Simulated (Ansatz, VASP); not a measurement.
**SnSe: VASP beside Ansatz**

The input INCAR:

```
ALGO = Normal
EDIFF = 1E-6
ENCUT = 500
GGA = PS
GGA_COMPAT = F
ISIF = 2
ISMEAR = 0
LASPH = T
LCHARG = F
LREAL = F
LWAVE = F
NBANDS = 17
NELM = 120
PREC = Accurate
SIGMA = 0.01
```

KPOINTS

```
k-points
0
Gamma
  4 4 4
```

POSCAR

```
SnSe
1.0
   -0.0317000000      3.1462600000      3.1421700000
    2.8932500000      0.0704700000      3.0400000000
    2.9226000000      3.0734300000      0.0411200000
Sn Se
1 1
Direct
    0.0092900000      0.9516900000      0.0730100000
    0.5035700000      0.5245600000      0.4910800000
```

Input for Ansatz:

```yaml
crystal:
  lattice:
    - [-0.0317, 3.14626, 3.14217]
    - [2.89325, 0.07047, 3.04]
    - [2.9226, 3.07343, 0.04112]
  atoms:
    - { symbol: Sn, position: [0.00929, 0.95169, 0.07301] }
    - { symbol: Se, position: [0.50357, 0.52456, 0.49108] }
basis:
  ecutwfc: 540.0
  xc_grid: 2
kpoints:
  mp_grid:
    grid: [4, 4, 4]
hamiltonian:
  xc: pbesol
scf:
  convergence:
    dr2_threshold: 1.0e-09
  occupations:
    method: fixed
output:
  forces: true
  stress: true
```

Alike in both runs: task single point; functional PBEsol; k mesh 4 × 4 × 4; no spin polarisation.

|  | VASP | Ansatz |
| --- | --- | --- |
| version | VASP 6.6.1 | Ansatz 0.2.0 |
| potentials or method | VASP PAW PBE potentials, release 64 (Sn_d, Se), cutoff 500 eV | plane waves, PAW |
| occupations | gaussian, width 0.01 eV | fixed |
| valence electrons in the cell | 20 | 30 |

```tsv
	VASP	Ansatz	Ansatz less VASP
pressure (GPa)	-2.0	-2.0	-0.03
traceless stress, the component that is largest in VASP (GPa)	2.74	2.73	-0.005
rms of the force components (eV/Å)	0.086	0.081	-0.0042
```

VASP's potentials were made for PBE, not for PBEsol. Atom by atom the forces differ by 0.004 eV/Å (rms over components). VASP's potentials hold 20 valence electrons a cell and Ansatz's 30, so a difference there can come from the potentials and not from the codes. Ansatz's warnings: stress scf threshold loose.

The k mesh is coarse, so the values compare programs but aren't converged.
